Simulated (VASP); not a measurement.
The system is MgZn2S3.

```
CELL_PARAMETERS angstrom
6.64866 0.00000 0.00000
-3.32433 5.75791 0.00000
0.00000 0.00000 6.11979
ATOMIC_POSITIONS crystal
Mg 0.66667 0.33333 0.99575
Mg 0.33333 0.66667 0.99575
Zn 0.33333 0.00000 0.49575
Zn 0.00000 0.33333 0.49575
Zn 0.66667 0.66667 0.49575
Zn 0.00000 0.00000 0.99575
S 0.00000 0.00000 0.37924
S 0.66667 0.33333 0.37924
S 0.33333 0.66667 0.37924
S 0.33333 0.00000 0.87924
S 0.00000 0.33333 0.87924
S 0.66667 0.66667 0.87924
```

- Program: VASP 6.6.1
- Task: relaxation of cell and atoms
- Functional: PBE
- Potentials or basis: VASP PAW PBE potentials, release 64 (Mg, Zn, S)
- Cutoff: 600 eV
- k mesh: 3 × 3 × 4
- Occupations: gaussian, width 0.1 eV
- Spin: no spin polarisation

At the start: pressure 6.2 GPa; volume 19.52 Å³/atom.

Question: How do energy, volume and symmetry change on relaxing?

Answer: Over 8 steps the energy falls by 42.2 meV/atom and the volume is 21.22 Å³/atom (+8.7 %); space group P31m (No. 157, to 0.05 Å).

Step by step:
| step | energy change (eV) | largest force (eV/Å) | pressure (GPa) | volume (Å³) |
| --- | --- | --- | --- | --- |
| 1 | 0.0000 | 0.8929 | 6.20 | 234.28 |
| 2 | -0.4294 | 0.3499 | -1.62 | 260.83 |
| 3 | -0.4491 | 0.4344 | -0.42 | 255.78 |
| 4 | -0.4836 | 0.2433 | -0.21 | 254.80 |
| 5 | -0.5005 | 0.1627 | 0.14 | 253.42 |
| 6 | -0.5005 | 0.1603 | 0.14 | 253.48 |
| 7 | -0.5054 | 0.0712 | -0.02 | 254.12 |
| 8 | -0.5068 | 0.0290 | -0.18 | 254.66 |

Final structure:
```cif
data_structure
_symmetry_space_group_name_H-M 'P 1'
_symmetry_Int_Tables_number 1
_cell_length_a 6.7933
_cell_length_b 6.7933
_cell_length_c 6.3719
_cell_angle_alpha 90.000
_cell_angle_beta 90.000
_cell_angle_gamma 120.000
_cell_volume 254.66
loop_
_atom_site_label
_atom_site_type_symbol
_atom_site_fract_x
_atom_site_fract_y
_atom_site_fract_z
_atom_site_occupancy
Mg1 Mg 0.66667 0.33333 0.99717 1
Mg2 Mg 0.33333 0.66667 0.99717 1
Zn1 Zn 0.33072 0.00000 0.50008 1
Zn2 Zn 0.00000 0.33072 0.50008 1
Zn3 Zn 0.66928 0.66928 0.50008 1
Zn4 Zn 0.00000 0.00000 0.00042 1
S1 S 0.00000 0.00000 0.37236 1
S2 S 0.66667 0.33333 0.38572 1
S3 S 0.33333 0.66667 0.38572 1
S4 S 0.32273 0.00000 0.87040 1
S5 S 0.00000 0.32273 0.87040 1
S6 S 0.67727 0.67727 0.87040 1
```
